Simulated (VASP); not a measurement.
**PtSe2: single point with PBE**

Crystal: PtSe2.

```
Pt Se
1.0
     3.83572    0.00000    0.00000
    -1.91786    3.32183    0.00000
     0.00000    0.00000    5.21386
Pt Se
1 2
Direct
  0.00000 0.00000 0.00000
  0.33333 0.66667 0.25000
  0.66667 0.33333 0.75000
```

This cell differs from its parent crystal: strain +0.030 along x and y, +0.030 along z.

```
Program             : VASP 6.6.1
Task                : single point
Functional          : PBE
Potentials or basis : VASP PAW PBE potentials, release 64 (Pt, Se)
Cutoff              : 520 eV
k mesh              : 12 × 12 × 10
Occupations         : gaussian, width 0.15 eV
Spin                : no spin polarisation
```

```json
{
  "Pressure": "-3.3 GPa",
  "Largest force": "0.407 eV/Å",
  "Band gap on the k mesh": "zero (band 11 reaches 5.72 eV, above the bottom of band 12 at 5.35 eV)"
}
```

Forces in eV/Å, atoms in the order of the input:
```
Pt   0.000  0.000  0.000
Se   0.000  0.000 -0.407
Se   0.000  0.000  0.407
```

Stress tensor (GPa, compression positive):
```
-3.84  0.00  0.00
 0.00 -3.84  0.00
 0.00  0.00 -2.15
```

Levels at points of the mesh, in eV from the Fermi level:
```tsv
k point	band 7	band 8	band 9	band 10	band 11	band 12	band 13	band 14	band 15	band 16
(0.00, 0.00, 0.00)	-3.51	-2.31	-0.95	-0.95	0.38	1.34	1.34	3.64	3.84	7.32
(0.50, 0.00, 0.00)	-3.26	-3.14	-3.09	-3.03	-2.73	0.63	2.08	4.53	5.84	7.10
(0.00, 0.00, 0.50)	-3.54	-2.61	-1.71	-1.34	-1.34	2.03	2.03	4.85	5.74	6.80
(0.50, 0.00, 0.50)	-3.13	-3.10	-2.86	-2.52	-1.24	0.94	1.28	4.28	4.98	7.29
```

It took 2.6 min on 1 thread of Intel(R) Xeon(R) Platinum 8375C CPU @ 2.90GHz (Ice Lake), with other jobs on the host, peak memory 0.33 GiB.

Caveat: the cell differs from its parent crystal (strain +0.030 along x and y, +0.030 along z); spin-orbit coupling is left out, which moves the levels of the heavy elements.
